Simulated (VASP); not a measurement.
Write the native input for VASP 6.6.1 that does the following.

| Item | Value |
| --- | --- |
| Task | single point |
| Functional | PBEsol |
| Potentials or basis | VASP PAW PBE potentials, release 64 (Hf_pv, N) |
| Cutoff | 520 eV |
| k mesh | 16 × 16 × 16 |
| Occupations | gaussian, width 0.15 eV |
| Spin | no spin polarisation |
| Dipole correction | no |
| Further INCAR settings | ALGO = Normal; EDIFF = 1e-06; NBANDS = 14 |

The structure of HfN lies in POSCAR:

```
HfN
1.0
    0.0000000000      2.3566291200      2.6512077600
    2.3566291200      0.0000000000      2.6512077600
    2.3566291200      2.3566291200      0.0000000000
Hf N
1 1
Direct
    0.0000000000      0.0000000000      0.0000000000
    0.7500000000      0.7500000000      0.7500000000
```

This cell differs from its parent crystal: strain -0.040 along x and y, +0.080 along z.

One way to write it, as run:

INCAR

```
SYSTEM = HfN
  PREC = Accurate
  ENCUT = 520
  EDIFF = 1E-6
  ISMEAR = 0
  SIGMA = 0.15
  LREAL = .False.
  LASPH = .True.
  NELM = 80
  ALGO = Normal
  ISIF = 2
  LWAVE = .False.
  LCHARG = .False.
  GGA = PS
  NBANDS = 14
```

KPOINTS

```
regular mesh
0
Gamma
  16 16 16
  0 0 0
```

Potentials or basis: VASP PAW PBE potentials, release 64 (Hf_pv, N).

Run with:

```bash
$ cat potpaw_PBE.64/Hf_pv/POTCAR potpaw_PBE.64/N/POTCAR > POTCAR
$ mpirun -np 1 vasp_std > vasp.out
```

Results of the run:

```json
{
  "Pressure": "-5.7 GPa"
}
```

Caveat: the cell differs from its parent crystal (strain -0.040 along x and y, +0.080 along z); the PAW data sets were made with another functional, which shifts forces and pressure a little.

Wall time 57 s on 1 thread of Intel(R) Xeon(R) 6975P-C (Granite Rapids), on a shared host, peak memory 0.27 GiB.
